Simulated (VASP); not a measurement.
Write the native input for VASP 6.6.1 that does the following.

* Task: electric field gradients
* Functional: r2SCAN
* Potentials or basis: VASP PAW PBE potentials, release 64 (Ge_d)
* Cutoff: 520 eV
* k mesh: 16 × 16 × 16
* Occupations: fermi-dirac, width 0.05 eV
* Spin: no spin polarisation
* Dipole correction: no
* Further INCAR settings: ALGO = Normal; EDIFF = 1e-08; NBANDS = 21

The system is Ge.

```
CELL_PARAMETERS angstrom
-2.52238 2.52238 1.36913
2.52238 -2.52238 1.36913
2.52238 2.52238 -1.36913
ATOMIC_POSITIONS crystal
Ge 0.25000 0.75000 0.50000
Ge 0.50000 0.50000 0.00000
```

The input as run:

POSCAR

```
Ge
1.0
   -2.5223814380      2.5223814380      1.3691286807
    2.5223814380     -2.5223814380      1.3691286807
    2.5223814380      2.5223814380     -1.3691286807
Ge
2
Direct
    0.2500000000      0.7500000000      0.5000000000
    0.5000000000      0.5000000000      0.0000000000
```

INCAR.step1

```
SYSTEM = Ge
PREC = Accurate ; ENCUT = 520
ISMEAR = -1 ; SIGMA = 0.05
LREAL = .FALSE. ; LASPH = .TRUE.
NELM = 80 ; NBANDS = 21
GGA = PE ; ALGO = Normal
EDIFF = 1E-4 ; LWAVE = .TRUE.
LCHARG = .FALSE.
```

INCAR.step2

```
SYSTEM = Ge
PREC = Accurate ; ENCUT = 520
EDIFF = 1E-8 ; ISMEAR = -1
SIGMA = 0.05 ; LREAL = .FALSE.
LASPH = .TRUE. ; NELM = 80
ALGO = Normal ; ISIF = 2
LWAVE = .FALSE. ; LCHARG = .FALSE.
METAGGA = R2SCAN ; LMIXTAU = .TRUE.
LEFG = .TRUE. ; NBANDS = 21
ISTART = 1
```

KPOINTS

```
regular mesh
0
G
  16 16 16
  0 0 0
```

Potentials or basis: VASP PAW PBE potentials, release 64 (Ge_d).

The run is started by

```bash
$ cat potpaw_PBE.64/Ge_d/POTCAR > POTCAR
$ cp INCAR.step1 INCAR
$ mpirun -np 1 vasp_std > vasp.out
$ cp INCAR.step2 INCAR
$ mpirun -np 1 vasp_std > vasp.out
```

Results of the run:

The pressure is 6.1 GPa, the band gap on the k mesh is zero (bands 14 and 15 overlap by 5.96 eV) and the largest electric field gradient by atom is Ge +29.0 V/Å².

Caveat: the cell stands under pressure; without QUAD_EFG the Cq values of the log hold for a quadrupole moment of 1 mb, not for the nuclei; the PAW data sets were made with another functional, which shifts forces and pressure a little.

Wall time 12 min on 1 thread of AMD EPYC 9R45 96-Core Processor (Zen 5), with other jobs on the host, peak memory 0.29 GiB.
